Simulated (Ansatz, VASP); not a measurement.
Al2O3 in VASP and in Ansatz

INCAR

```
  PREC = Accurate
  ENCUT = 520
  EDIFF = 1E-7
  ISMEAR = 0
  SIGMA = 0.05
  LREAL = F
  LASPH = T
  NELM = 100
  ALGO = Normal
  ISIF = 2
  LWAVE = F
  LCHARG = F
  GGA = PE
  NBANDS = 35
```

KPOINTS

```
regular mesh
0
Gamma
  6 6 6
```

POSCAR

```
Al2O3
1.0
    2.4461028251      1.4122581246      4.4501971659
   -2.4461028251      1.4122581246      4.4501971659
    0.0000000000     -2.8245162491      4.4501971659
Al O
4 6
Direct
    0.8521293568      0.8521293568      0.8521293568
    0.6478706432      0.6478706432      0.6478706432
    0.1478706432      0.1478706432      0.1478706432
    0.3521293568      0.3521293568      0.3521293568
    0.0561574040      0.4438425960      0.7500000000
    0.7500000000      0.0561574040      0.4438425960
    0.4438425960      0.7500000000      0.0561574040
    0.9438425960      0.5561574040      0.2500000000
    0.2500000000      0.9438425960      0.5561574040
    0.5561574040      0.2500000000      0.9438425960
```

Input for Ansatz:

```yaml
crystal:
  lattice:
    - [2.4461028251, 1.4122581246, 4.4501971659]
    - [-2.4461028251, 1.4122581246, 4.4501971659]
    - [0.0, -2.8245162491, 4.4501971659]
  atoms:
    - { symbol: Al, position: [0.8521293568, 0.8521293568, 0.8521293568] }
    - { symbol: Al, position: [0.6478706432, 0.6478706432, 0.6478706432] }
    - { symbol: Al, position: [0.1478706432, 0.1478706432, 0.1478706432] }
    - { symbol: Al, position: [0.3521293568, 0.3521293568, 0.3521293568] }
    - { symbol: O, position: [0.056157404, 0.443842596, 0.75] }
    - { symbol: O, position: [0.75, 0.056157404, 0.443842596] }
    - { symbol: O, position: [0.443842596, 0.75, 0.056157404] }
    - { symbol: O, position: [0.943842596, 0.556157404, 0.25] }
    - { symbol: O, position: [0.25, 0.943842596, 0.556157404] }
    - { symbol: O, position: [0.556157404, 0.25, 0.943842596] }
basis:
  ecutwfc: 520.0
kpoints:
  mp_grid: { grid: [6, 6, 6] }
hamiltonian:
  xc: pbe
  pseudopotentials: { kind: paw, azcp: { folder: soft_1 } }
scf:
  occupations: { method: gaussian, width: 0.05 }
output:
  forces: true
  stress: true
  eigenvalues: true
```

Alike in both runs: task single point; functional PBE; k mesh 6 × 6 × 6; occupations gaussian, width 0.05 eV; no spin polarisation.

|  | VASP | Ansatz |
| --- | --- | --- |
| version | VASP 6.6.1 | Ansatz 0.2.0 |
| potentials or method | VASP PAW PBE potentials, release 64 (Al, O), cutoff 520 eV | scalar-relativistic, plane waves, PAW |
| valence electrons in the cell | 48 | 48 |

Ansatz gave:

| Property | Result |
| --- | --- |
| gap on the k mesh at the Fermi level (eV) | 5.23 |
| least direct gap on the mesh (eV) | 5.23 |
| pressure (GPa) | -10.8 |
| traceless stress, the component that is largest in VASP (GPa) | 0.54 |
| rms of the force components (eV/Å) | 0.023 |

Which values does VASP return?

gap on the k mesh at the Fermi level (eV): 5.22; least direct gap on the mesh (eV): 5.22; pressure (GPa): -10.9; traceless stress, the component that is largest in VASP (GPa): 0.53; rms of the force components (eV/Å): 0.024.

Atom by atom the forces differ by 0.002 eV/Å (rms over components).
